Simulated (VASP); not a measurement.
Write the native input for VASP 6.6.1 that does the following.

| Item | Value |
| --- | --- |
| Task | single point |
| Functional | PBE |
| Potentials or basis | VASP PAW PBE potentials, release 64 (In_d, Sb) |
| Cutoff | 520 eV |
| k mesh | 8 × 8 × 8 |
| Occupations | gaussian, width 0.15 eV |
| Spin | no spin polarisation |
| Dipole correction | no |
| Further INCAR settings | ALGO = Normal; EDIFF = 1e-07; NBANDS = 22 |

The structure of InSb3 lies in POSCAR:

```
InSb3
1.0
    4.9582785820     -0.0560815005     -0.0560815005
   -0.0560815005      4.9582785820     -0.0560815005
   -0.0560815005     -0.0560815005      4.9582785820
In Sb
1 3
Direct
    0.0000000000      0.0000000000      0.0000000000
    0.5000000000      0.0000000000      0.5000000000
    0.0000000000      0.5000000000      0.5000000000
    0.5000000000      0.5000000000      0.0000000000
```

These files were run (other wordings do the same):

INCAR

```
  ALGO = Normal
  EDIFF = 1E-7
  ENCUT = 520
  GGA = PE
  ISIF = 2
  ISMEAR = 0
  LASPH = True
  LCHARG = False
  LREAL = False
  LWAVE = False
  NBANDS = 22
  NELM = 80
  PREC = Accurate
  SIGMA = 0.15
```

KPOINTS

```
k-points
0
Gamma
  8 8 8
```

Potentials or basis: VASP PAW PBE potentials, release 64 (In_d, Sb).

Run with:

```sh
$ cat potpaw_PBE.64/In_d/POTCAR potpaw_PBE.64/Sb/POTCAR > POTCAR
$ mpirun -np 1 vasp_std > vasp.out
```

Results of the run:

```json
{"Pressure": "-3.7 GPa", "Band gap on the k mesh": "zero (bands 14 and 15 overlap by 3.88 eV)"}
```

Caveat: the cell stands under tension; spin-orbit coupling is left out, which moves the levels of the heavy elements.

Run time: 3.6 min on 1 thread of AMD EPYC 7R13 (shared host), peak memory 0.31 GiB.
